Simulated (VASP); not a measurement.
# SiW (zincblende type) (F-43m) in VASP: further runs

Runs on SiW (zincblende type). Level: PBE. Tasks: single point.

Program: VASP 6.6.1. These are calculated values, not measurements. Logs are shortened: lines on timing, memory, paths and dates and some standing lists are left out, and cuts for length are marked.

### Step 1. The cell of the first run

It takes space group F-43m (No. 216, cubic). The conventional cell has a = 5.392 Å, b = 5.392 Å, c = 5.392 Å, α = 90.00°, β = 90.00°, γ = 90.00°. Within 3.1 Å of W (site symmetry -43m) lie 4 Si at 2.33 Å. Si (site symmetry -43m) has 4 W at 2.33 Å within 3.1 Å.

### Step 2. Single point, PBE (volume scaled by 0.9)

INCAR

```
SYSTEM = SiW
  PREC = Accurate
  ENCUT = 520
  EDIFF = 1E-6
  ISMEAR = -1
  SIGMA = 0.08
  LREAL = .False.
  LASPH = .True.
  NELM = 60
  ALGO = Normal
  ISIF = 2
  LWAVE = .False.
  LCHARG = .False.
  GGA = PE
  NBANDS = 16
```

KPOINTS

```
Automatic mesh
0
Gamma
  11 11 11
  0 0 0
```

POSCAR

```
SiW
1.0
    0.0000000000      2.6957709073      2.6957709073
    2.6957709073      0.0000000000      2.6957709073
    2.6957709073      2.6957709073      0.0000000000
W Si
1 1
Direct
    0.0000000000      0.0000000000      0.0000000000
    0.2500000000      0.2500000000      0.2500000000
```

Potentials or basis: VASP PAW PBE potentials, release 64 (W_sv, Si).

Launch:

```sh
$ cat potpaw_PBE.64/W_sv/POTCAR potpaw_PBE.64/Si/POTCAR > POTCAR
$ mpirun -np 1 vasp_std > vasp.out
```

OUTCAR:

```text
SYSTEM = SiW
   PREC = Accurate
   ENCUT = 520
   EDIFF = 1E-6
   ISMEAR = -1
   LREAL = .False.
   LASPH = .True.
   NELM = 60
   ISIF = 2
   GGA = PE

 ion  position               nearest neighbor table
   1  0.000  0.000  0.000-   2 2.33   2 2.33   2 2.33   2 2.33
   2  0.250  0.250  0.250-   1 2.33   1 2.33   1 2.33   1 2.33

  LATTYP: Found a face centered cubic cell.
 ALAT       =     5.3915418146

  Lattice vectors:

 A1 = (   0.0000000000,   2.6957709073,   2.6957709073)
 A2 = (   2.6957709073,   0.0000000000,   2.6957709073)
 A3 = (   2.6957709073,   2.6957709073,   0.0000000000)

Analysis of symmetry for initial positions (statically):
=====================================================================
 Subroutine PRICEL returns:
 Original cell was already a primitive cell.

 Routine SETGRP: Setting up the symmetry group for a
 face centered cubic supercell.

 Subroutine GETGRP returns: Found 24 space group operations
 (whereof 24 operations were pure point group operations)
 out of a pool of 48 trial point group operations.

The static configuration has the point symmetry T_d .

Analysis of symmetry for dynamics (positions and initial velocities):
=====================================================================
 Subroutine PRICEL returns:
 Original cell was already a primitive cell.

 Routine SETGRP: Setting up the symmetry group for a
 face centered cubic supercell.

 Subroutine GETGRP returns: Found 24 space group operations
 (whereof 24 operations were pure point group operations)
 out of a pool of 48 trial point group operations.

The dynamic configuration has the point symmetry T_d .

 Subroutine INISYM returns: Found 24 space group operations
 (whereof 24 operations are pure point group operations),
 and found     1 'primitive' translations

----------------------------------------------------------------------------------------

                                     Primitive cell

  volume of cell :      39.1813

  direct lattice vectors                    reciprocal lattice vectors
     0.000000000  2.695770907  2.695770907    -0.185475701  0.185475701  0.185475701
     2.695770907  0.000000000  2.695770907     0.185475701 -0.185475701  0.185475701
     2.695770907  2.695770907  0.000000000     0.185475701  0.185475701 -0.185475701

  length of vectors
     3.812395778  3.812395778  3.812395778     0.321253338  0.321253338  0.321253338

  position of ions in fractional coordinates (direct lattice)
     0.000000000  0.000000000  0.000000000
     0.250000000  0.250000000  0.250000000

  ion indices of the primitive-cell ions
   primitive index   ion index
                 1           1
                 2           2

----------------------------------------------------------------------------------------

 KPOINTS: Automatic mesh

Automatic generation of k-mesh.
 Grid dimensions read from file:
 generate k-points for:   11   11   11

 Generating k-lattice:

  Cartesian coordinates                     Fractional coordinates (reciprocal lattice)
    -0.016861427  0.016861427  0.016861427     0.090909091  0.000000000  0.000000000
     0.016861427 -0.016861427  0.016861427     0.000000000  0.090909091  0.000000000
     0.016861427  0.016861427 -0.016861427     0.000000000  0.000000000  0.090909091

  Length of vectors
     0.029204849  0.029204849  0.029204849

  Shift w.r.t. Gamma in fractional coordinates (k-lattice)
     0.000000000  0.000000000  0.000000000

 Subroutine IBZKPT returns following result:
 ===========================================

 Found     56 irreducible k-points:

 Following reciprocal coordinates:
            Coordinates               Weight
  0.000000  0.000000  0.000000      1.000000
  0.090909  0.000000  0.000000      8.000000
  0.181818  0.000000  0.000000      8.000000
  0.272727  0.000000  0.000000      8.000000
  0.363636  0.000000  0.000000      8.000000
  0.454545  0.000000  0.000000      8.000000
[... 16 lines left out ...]
 -0.272727  0.181818  0.000000     24.000000
 -0.181818  0.181818  0.000000     12.000000
 [... further k-points ...]
   k-points           NKPTS =     56   k-points in BZ     NKDIM =     56   number of bands    NBANDS=     16
   number of dos      NEDOS =    301   number of ions     NIONS =      2
   total plane-waves  NPLWV =  21952
   dimension x,y,z NGX =    28 NGY =   28 NGZ =   28
   dimension x,y,z NGXF=    56 NGYF=   56 NGZF=   56
   ions per type =               1   1
   NGX,Y,Z   is equivalent  to a cutoff of  12.21, 12.21, 12.21 a.u.
   NGXF,Y,Z  is equivalent  to a cutoff of  24.42, 24.42, 24.42 a.u.
 SYSTEM =  SiW
   PREC   = accura    normal or accurate (medium, high low for compatibility)
   ISTART =      0    job   : 0-new  1-cont  2-samecut
   ICHARG =      2    charge: 1-file 2-atom 10-const
   ISPIN  =      1    spin polarized calculation?
   LNONCOLLINEAR =      F non collinear calculations
   LSORBIT =      F    spin-orbit coupling
   LASPH  =      T    aspherical Exc in radial PAW
   ENCUT  =  520.0 eV  38.22 Ry    6.18 a.u.   7.09  7.09  7.09*2*pi/ulx,y,z
   NELM   =     60;   NELMIN=  2; NELMDL= -5     # of ELM steps
   EDIFF  = 0.1E-05   stopping-criterion for ELM
   LREAL  =      F    real-space projection
   EDIFFG = 0.1E-04   stopping-criterion for IOM
   NSW    =      0    number of steps for IOM
   IBRION =     -1    ionic relax: 0-MD 1-quasi-New 2-CG
   NFREE  =      0    steps in history (QN), initial steepest desc. (CG)
   ISIF   =      2    stress and relaxation
   ISYM   =      2    0-nonsym 1-usesym 2-fastsym
   POTIM  = 0.5000    time-step for ionic-motion
   TEBEG  =    0.0;   TEEND  =   0.0 temperature during run
   PSTRESS=    0.0 pullay stress
   NELECT =      18.0000    total number of electrons
   NUPDOWN=      -1.0000    fix difference up-down
   EMIN   =  10.00;   EMAX   =-10.00  energy-range for DOS
   EFERMI =   0.00;   METHOD = LEGACY
   ISMEAR =    -1;   SIGMA  =   0.08  broadening in eV -4-tet -1-fermi 0-gaus
   EFERMI_NEDOS =   21; number of points for ismear=-14 and -15
   IALGO  =     38    algorithm
   IMIX   =      4    mixing-type and parameters
     AMIX     =   0.40;   BMIX     =  1.00
     AMIX_MAG =   1.60;   BMIX_MAG =  1.00
  volume/ion in A,a.u.               =      19.59       132.20
  Fermi-wavevector in a.u.,A,eV,Ry     =   1.263202  2.387105 21.710523  1.595678
  Thomas-Fermi vector in A             =   2.396571
   LORBIT       =      0    0 simple, 1 ext, 2 COOP (PROOUT), +10 PAW based schemes
   GGA     = PE    functional components
   LHFCALC =     F    Hartree Fock is set to
   AEXX    =    0.0000 exact exchange contribution
   IVDW    =     0    specifies the selected vdW correction
   LEPSILON=     F    determine dielectric tensor
   LRPA    =     F    only Hartree local field effects (RPA)
 non-spin polarized calculation
  energy-cutoff  :      520.00
  volume of cell :       39.18
 maximum number of plane-waves:      1067
   NGX = 15   NGY = 15   NGZ = 15

 number of electron      18.0000003 magnetization

 Free energy of the ion-electron system (eV)
  ---------------------------------------------------
  ext. energy  EPLUGINS =         0.00000000
  ---------------------------------------------------
  free energy    TOTEN  =       -15.28798186 eV

  energy without entropy =      -15.24711377  energy(sigma->0) =      -15.26754781

 E-fermi :   6.6172     XC(G=0): -10.8628

 val. band max:        6.6105318615   @ k =  -0.2727   0.3636   0.0909
 cond. band min:       6.6232461017   @ k =  -0.4545   0.1818   0.0909
 fundamental gap:      0.0127142402
 Fermi energy:         6.6171912638

 k-point     1 :       0.0000    0.0000    0.0000
  band No.  band energies     occupation
      1     -67.0522      2.00000
      2     -31.3184      2.00000
      3     -31.3184      2.00000
      4     -31.3184      2.00000
      5      -3.3140      2.00000
      6       3.7047      2.00000
[... 8 lines left out ...]
     15      16.7786      0.00000
     16      16.7786      0.00000

 k-point     2 :       0.0909    0.0000    0.0000
  band No.  band energies     occupation
      1     -67.0520      2.00000
      2     -31.3232      2.00000
      3     -31.3191      2.00000
      4     -31.3191      2.00000
      5      -3.1839      2.00000
      6       3.5943      2.00000
[... 8 lines left out ...]
     15      16.2990      0.00000
     16      16.5886      0.00000

 k-point     3 :       0.1818    0.0000    0.0000
  band No.  band energies     occupation
      1     -67.0516      2.00000
      2     -31.3363      2.00000
      3     -31.3211      2.00000
      4     -31.3211      2.00000
      5      -2.8134      2.00000
      6       3.3288      2.00000
[... 8 lines left out ...]
     15      15.6301      0.00000
     16      16.4082      0.00000

 k-point     4 :       0.2727    0.0000    0.0000
  band No.  band energies     occupation
      1     -67.0512      2.00000
      2     -31.3534      2.00000
      3     -31.3237      2.00000
      4     -31.3237      2.00000
      5      -2.2692      2.00000
      6       3.0434      2.00000
[... 8 lines left out ...]
     15      16.1405      0.00000
     16      16.8390      0.00000

 k-point     5 :       0.3636    0.0000    0.0000
  band No.  band energies     occupation
      1     -67.0508      2.00000
      2     -31.3690      2.00000
      3     -31.3261      2.00000
      4     -31.3261      2.00000
      5      -1.6888      2.00000
      6       2.8528      2.00000
[... 8 lines left out ...]
     15      17.4983      0.00000
     16      17.4991      0.00000

 k-point     6 :       0.4545    0.0000    0.0000
  band No.  band energies     occupation
      1     -67.0505      2.00000
      2     -31.3782      2.00000
      3     -31.3276      2.00000
      4     -31.3276      2.00000
      5      -1.2936      2.00000
      6       2.7914      2.00000
[... 8 lines left out ...]
     15      17.9208      0.00000
     16      17.9208      0.00000

 k-point     7 :       0.0909    0.0909    0.0000
  band No.  band energies     occupation
      1     -67.0519      2.00000
      2     -31.3232      2.00000
      3     -31.3202      2.00000
      4     -31.3202      2.00000
      5      -3.1402      2.00000
      6       3.5332      2.00000
[... 8 lines left out ...]
     15      15.8482      0.00000
     16      16.7436      0.00000

 k-point     8 :       0.1818    0.0909    0.0000
  band No.  band energies     occupation
      1     -67.0517      2.00000
      2     -31.3329      2.00000
      3     -31.3225      2.00000
      4     -31.3217      2.00000
      5      -2.8483      2.00000
      6       3.3149      2.00000
[... 8 lines left out ...]
     15      15.3095      0.00000
     16      16.3700      0.00000

 k-point     9 :       0.2727    0.0909    0.0000
  band No.  band energies     occupation
      1     -67.0512      2.00000
      2     -31.3483      2.00000
      3     -31.3252      2.00000
      4     -31.3241      2.00000
      5      -2.3569      2.00000
      6       3.0557      2.00000
[... 8 lines left out ...]
     15      15.7812      0.00000
     16      16.3066      0.00000
[... 172 lines left out ...]
 k-point    19 :       0.3636    0.1818    0.0000
  band No.  band energies     occupation
      1     -67.0508      2.00000
      2     -31.3601      2.00000
      3     -31.3318      2.00000
      4     -31.3307      2.00000
      5      -1.6792      2.00000
      6       2.7146      2.00000
[... 8 lines left out ...]
     15      15.9209      0.00000
     16      17.7376      0.00000

 k-point    20 :       0.4545    0.1818    0.0000
  band No.  band energies     occupation
      1     -67.0504      2.00000
      2     -31.3701      2.00000
      3     -31.3360      2.00000
      4     -31.3318      2.00000
      5      -1.1729      2.00000
      6       2.7177      2.00000
[... 8 lines left out ...]
     15      16.7200      0.00000
     16      17.8020      0.00000

 k-point    21 :      -0.4545    0.1818    0.0000
  band No.  band energies     occupation
      1     -67.0503      2.00000
      2     -31.3740      2.00000
      3     -31.3394      2.00000
      4     -31.3313      2.00000
      5      -0.9247      2.00000
      6       2.8744      2.00000
[... 8 lines left out ...]
     15      17.0906      0.00000
     16      17.7111      0.00000

 k-point    22 :      -0.3636    0.1818    0.0000
  band No.  band energies     occupation
      1     -67.0504      2.00000
      2     -31.3710      2.00000
      3     -31.3406      2.00000
      4     -31.3292      2.00000
      5      -1.0685      2.00000
      6       2.9670      2.00000
[... 8 lines left out ...]
     15      16.9176      0.00000
     16      17.4773      0.00000

 k-point    23 :      -0.2727    0.1818    0.0000
  band No.  band energies     occupation
      1     -67.0507      2.00000
      2     -31.3625      2.00000
      3     -31.3384      2.00000
      4     -31.3262      2.00000
      5      -1.5229      2.00000
      6       2.9427      2.00000
[... 8 lines left out ...]
     15      16.0968      0.00000
     16      17.0477      0.00000

 k-point    24 :      -0.1818    0.1818    0.0000
  band No.  band energies     occupation
      1     -67.0511      2.00000
      2     -31.3521      2.00000
      3     -31.3329      2.00000
      4     -31.3234      2.00000
      5      -2.0751      2.00000
      6       3.0116      2.00000
[... 8 lines left out ...]
     15      15.0544      0.00000
     16      16.4206      0.00000

 [... further k-points ...]
[... 5 lines left out ...]
  --------------------------------------------------------------------------------------
  -------------------------------------------------------------------------------------
  Total        3.5184373      3.5184373      3.5184373      0.0000000      0.0000000     -0.0000000
  in kB      143.8737166    143.8737166    143.8737166      0.0000000      0.0000000     -0.0000000
  external PRESSURE =     143.8737166 kB  Pullay stress =       0.0000000 kB

 VOLUME and BASIS-vectors are now :
 -----------------------------------------------------------------------------
  energy-cutoff  :      520.00
  volume of cell :       39.18
      direct lattice vectors                 reciprocal lattice vectors
     0.000000000  2.695770907  2.695770907    -0.185475701  0.185475701  0.185475701
     2.695770907  0.000000000  2.695770907     0.185475701 -0.185475701  0.185475701
     2.695770907  2.695770907  0.000000000     0.185475701  0.185475701 -0.185475701

 POSITION                                       TOTAL-FORCE (eV/Angst)
 -----------------------------------------------------------------------------------
      0.00000      0.00000      0.00000         0.000000      0.000000      0.000000
      1.34789      1.34789      1.34789        -0.000000     -0.000000     -0.000000
 -----------------------------------------------------------------------------------
    total drift:                               -0.000000     -0.000000     -0.000000

  FREE ENERGIE OF THE ION-ELECTRON SYSTEM (eV)
  ---------------------------------------------------
  free  energy   TOTEN  =       -15.2879818621 eV

  energy  without entropy=      -15.2471137653  energy(sigma->0) =      -15.26754781
```

Run time: 14 s. Hardware: 1 thread of Intel Xeon 6975P-C (Granite Rapids), shared host; peak memory 0.17 GiB.

Results:

```
Free energy            : -15.2880 eV
Pressure               : 14.4 GPa
Band gap on the k mesh : zero (band 9 reaches 7.09 eV, above the bottom of band 10 at 6.42 eV)
```

Levels at points of the mesh, in eV from the Fermi level:
| k point | band 5 | band 6 | band 7 | band 8 | band 9 | band 10 | band 11 | band 12 | band 13 | band 14 |
| --- | --- | --- | --- | --- | --- | --- | --- | --- | --- | --- |
| (0.00, 0.00, 0.00) | -9.93 | -2.91 | -2.91 | -2.91 | -0.10 | -0.10 | 6.00 | 7.50 | 7.50 | 7.50 |

Caveat: the cell differs from its parent crystal (volume scaled by 0.9); spin-orbit coupling is left out, which moves the levels of the heavy elements.

### Step 3. Single point, PBE

This run uses another cell than the first one, of 21.77 Å³/atom, 1.111 times its volume.

INCAR

```
PREC = Accurate
ENCUT = 520
EDIFF = 1E-7
ISMEAR = -1
SIGMA = 0.08
LREAL = F
LASPH = T
NELM = 80
ALGO = Normal
ISIF = 2
LWAVE = F
LCHARG = F
GGA = PE
NBANDS = 16
```

KPOINTS

```
Automatic mesh
0
Gamma
  11 11 11
```

POSCAR

```
SiW
1.0
    0.0000000000      2.7921289973      2.7921289973
    2.7921289973      0.0000000000      2.7921289973
    2.7921289973      2.7921289973      0.0000000000
W Si
1 1
Direct
    0.0000000000      0.0000000000      0.0000000000
    0.2500000000      0.2500000000      0.2500000000
```

Potentials or basis: VASP PAW PBE potentials, release 64 (W_sv, Si).

Launch:

```sh
$ cat potpaw_PBE.64/W_sv/POTCAR potpaw_PBE.64/Si/POTCAR > POTCAR
$ mpirun -np 1 vasp_std > vasp.out
```

Run time: 21 s. Hardware: 1 thread of Intel Xeon 6975P-C (Granite Rapids), shared host; peak memory 0.18 GiB.

The run converged. Its results:

```
Free energy            : -15.4683 eV
Pressure               : 0.0 GPa
Band gap on the k mesh : zero (band 9 reaches 6.02 eV, above the bottom of band 10 at 5.47 eV)
```

Levels at points of the mesh, in eV from the Fermi level:
```
           k point  band 5  band 6  band 7  band 8  band 9  band 10  band 11  band 12  band 13  band 14
(0.00, 0.00, 0.00)   -9.44   -2.65   -2.65   -2.65   -0.05    -0.05     5.38     7.13     7.13     7.13
```

Caveat: spin-orbit coupling is left out, which moves the levels of the heavy elements.
